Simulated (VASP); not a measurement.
Set up this calculation in VASP 6.6.1, as the native input.

```yaml
Task: single point
Functional: r2SCAN
Potentials_or_basis: VASP PAW PBE potentials, release 64 (Sb)
Cutoff: 520 eV
k_mesh: 14 × 14 × 14
Occupations: gaussian, width 0.1 eV
Spin: no spin polarisation
Dipole_correction: no
Further_INCAR_settings: ALGO = Normal; EDIFF = 1e-06; NBANDS = 8
```

Sb:

```
Sb
1.0
     2.94066    0.00000    0.00000
     0.00000    2.94066    0.00000
     0.00000    0.00000    2.94066
Sb
1
Direct
  0.00000 0.00000 0.00000
```

This isn't the form of Sb at room conditions, which is rhombohedral.

One way to write it, as run:

POSCAR

```
Sb
1.0
    2.9406604489      0.0000000000      0.0000000000
    0.0000000000      2.9406604489      0.0000000000
    0.0000000000      0.0000000000      2.9406604489
Sb
1
Direct
    0.0000000000      0.0000000000      0.0000000000
```

INCAR.step1

```
PREC     = Accurate       # precision mode
ENCUT    = 520            # plane-wave cutoff, eV
ISMEAR   = 0              # smearing method
SIGMA    = 0.1            # smearing width, eV
LREAL    = F              # projectors in reciprocal space
LASPH    = T              # aspherical terms in the spheres
NELM     = 60             # most SCF steps
NBANDS   = 8              # bands
GGA      = PE             # functional
ALGO     = Normal         # electronic algorithm
EDIFF    = 1E-4           # SCF threshold, eV
LWAVE    = T              # write WAVECAR
LCHARG   = F              # write CHGCAR
```

INCAR.step2

```
PREC     = Accurate       # precision mode
ENCUT    = 520            # plane-wave cutoff, eV
EDIFF    = 1E-6           # SCF threshold, eV
ISMEAR   = 0              # smearing method
SIGMA    = 0.1            # smearing width, eV
LREAL    = F              # projectors in reciprocal space
LASPH    = T              # aspherical terms in the spheres
NELM     = 60             # most SCF steps
ALGO     = Normal         # electronic algorithm
ISIF     = 2              # what is computed and relaxed
LWAVE    = F              # write WAVECAR
LCHARG   = F              # write CHGCAR
METAGGA  = R2SCAN         # meta-GGA
LMIXTAU  = T            
NBANDS   = 8              # bands
ISTART   = 1
```

KPOINTS

```
Automatic mesh
0
Gamma
  14 14 14
```

Potentials or basis: VASP PAW PBE potentials, release 64 (Sb).

The run is started by

```bash
$ cat potpaw_PBE.64/Sb/POTCAR > POTCAR
$ cp INCAR.step1 INCAR
$ mpirun -np 1 vasp_std > vasp.out
$ cp INCAR.step2 INCAR
$ mpirun -np 1 vasp_std > vasp.out
```

It gave:

```json
{
  "Pressure": "12.2 GPa",
  "Band gap on the k mesh": "zero (an odd number of electrons rules out a gap without spin polarisation)"
}
```

Caveat: the cell stands under pressure; the PAW data sets were made with another functional, which shifts forces and pressure a little; spin-orbit coupling is left out, which moves the levels of the heavy elements.

Wall time 32 s on 1 thread of Intel(R) Xeon(R) Platinum 8375C CPU @ 2.90GHz (Ice Lake), with other jobs on the host, peak memory 0.16 GiB.
